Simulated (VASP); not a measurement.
**Pb: single point with PBEsol**

Pb:

```
Pb
1.0
     0.00000    2.23107    2.23107
     2.23107    0.00000    2.23107
     2.23107    2.23107    0.00000
Pb
1
Direct
  0.00000 0.00000 0.00000
```

```yaml
Program: VASP 6.6.1
Task: single point
Functional: PBEsol
Potentials_or_basis: VASP PAW PBE potentials, release 64 (Pb_d)
Cutoff: 520 eV
k_mesh: 9 × 9 × 9
Occupations: fermi-dirac, width 0.05 eV
Spin: no spin polarisation
Dipole_correction: no
Further_INCAR_settings: ALGO = Normal; EDIFF = 1e-06; NBANDS = 13
```

The pressure is 29.9 GPa and the band gap on the k mesh is zero (band 7 reaches 20.90 eV, above the bottom of band 8 at 8.93 eV).

Levels at points of the mesh, in eV from the Fermi level:
| k point | band 5 | band 6 | band 7 | band 8 | band 9 | band 10 |
| --- | --- | --- | --- | --- | --- | --- |
| (0.00, 0.00, 0.00) | -17.10 | -14.36 | 9.70 | 9.95 | 9.95 | 9.95 |

Run time: 9.8 s on 1 thread of Intel Xeon 8259CL, with other jobs on the host, peak memory 0.14 GiB.

Caveat: the PAW data sets were made with another functional, which shifts forces and pressure a little; spin-orbit coupling is left out, which moves the levels of the heavy elements.
